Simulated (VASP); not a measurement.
Wanted: the native input for a VASP 6.6.1 run.

| Property | Result |
| --- | --- |
| Task | single point |
| Functional | PBEsol |
| Potentials or basis | VASP PAW PBE potentials, release 64 (Hf_pv, B) |
| Cutoff | 520 eV |
| k mesh | 10 × 10 × 8 |
| Occupations | fermi-dirac, width 0.05 eV |
| Spin | no spin polarisation |
| Dipole correction | no |
| Further INCAR settings | ALGO = Normal; EDIFF = 1e-06; NBANDS = 15 |

The structure of HfB2 lies in POSCAR:

```
HfB2
1.0
    3.1326790839      0.0000000000      0.0000000000
   -1.5663395419      2.7129796685      0.0000000000
    0.0000000000      0.0000000000      3.4792139900
Hf B
1 2
Direct
    0.0000000000      0.0000000000      0.0000000000
    0.3166666667      0.6583333333      0.5000000000
    0.6833333333      0.3416666667      0.5000000000
```

This cell differs from its parent crystal: shortest bond scaled by 0.95.

The input as run:

INCAR

```
PREC = Accurate
ENCUT = 520
EDIFF = 1E-6
ISMEAR = -1
SIGMA = 0.05
LREAL = F
LASPH = T
NELM = 100
ALGO = Normal
ISIF = 2
LWAVE = F
LCHARG = F
GGA = PS
NBANDS = 15
```

KPOINTS

```
Automatic mesh
0
Gamma
  10 10 8
```

Potentials or basis: VASP PAW PBE potentials, release 64 (Hf_pv, B).

Command:

```bash
$ cat potpaw_PBE.64/Hf_pv/POTCAR potpaw_PBE.64/B/POTCAR > POTCAR
$ mpirun -np 1 vasp_std > vasp.out
```

Results of the run:

```yaml
Pressure: -2.5 GPa
Largest_force: 1.357 eV/Å
Band_gap_on_the_k_mesh: zero (band 8 reaches 7.85 eV, above the bottom of band 9 at 7.19 eV)
```

Caveat: the cell differs from its parent crystal (shortest bond scaled by 0.95); the PAW data sets were made with another functional, which shifts forces and pressure a little; spin-orbit coupling is left out, which moves the levels of the heavy elements.

Run time: 21 s on 1 thread of Intel(R) Xeon(R) Platinum 8559C (Emerald Rapids), with other jobs on the host, peak memory 0.19 GiB.
